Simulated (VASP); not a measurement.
# BiTe: single point with PBEsol

Crystal: BiTe.

```xyz
2
Lattice="2.2198 1.2816 3.9514 -2.2198 1.2816 3.9514 0.0000 -2.5632 3.9514" Properties=species:S:1:pos:R:3 pbc="T T T"
Bi    0.0000    0.0000    5.9270
Te    0.0000    0.0000    0.0000
```

This cell differs from its parent crystal: ratio of the length along z to the lengths across it x 1.3, volume and fractional coordinates fixed.

```yaml
Program: VASP 6.6.1
Task: single point
Functional: PBEsol
Potentials_or_basis: VASP PAW PBE potentials, release 64 (Bi_d, Te)
Cutoff: 520 eV
k_mesh: 12 × 12 × 12
Occupations: gaussian, width 0.15 eV
Spin: no spin polarisation
```

- Pressure: -1.8 GPa
- Band gap on the k mesh: zero (an odd number of electrons rules out a gap without spin polarisation)

Stress tensor (GPa, compression positive):
```
-1.72  0.00  0.00
 0.00 -1.72  0.00
 0.00  0.00 -1.94
```

Levels at points of the mesh, in eV from the Fermi level:
| k point | band 6 | band 7 | band 8 | band 9 | band 10 | band 11 | band 12 | band 13 | band 14 | band 15 |
| --- | --- | --- | --- | --- | --- | --- | --- | --- | --- | --- |
| (0.00, 0.00, 0.00) | -13.55 | -8.18 | -3.07 | -2.25 | -2.25 | 2.09 | 2.09 | 2.39 | 4.08 | 4.99 |
| (0.50, 0.00, 0.00) | -11.53 | -11.22 | -2.19 | -1.84 | -1.66 | -1.23 | -0.69 | -0.57 | 6.92 | 7.04 |
| (0.50, 0.50, 0.00) | -11.77 | -9.97 | -5.69 | -4.27 | -3.73 | 2.20 | 3.44 | 3.63 | 4.84 | 8.57 |
| (0.50, 0.50, 0.50) | -11.70 | -11.43 | -1.62 | -1.62 | -1.27 | -0.47 | -0.28 | -0.28 | 6.98 | 7.34 |

Wall time 3.2 min on 1 thread of Intel Xeon 8259CL (shared host), peak memory 0.37 GiB.

Caveat: the PAW data sets were made with another functional, which shifts forces and pressure a little; spin-orbit coupling is left out, which moves the levels of the heavy elements.
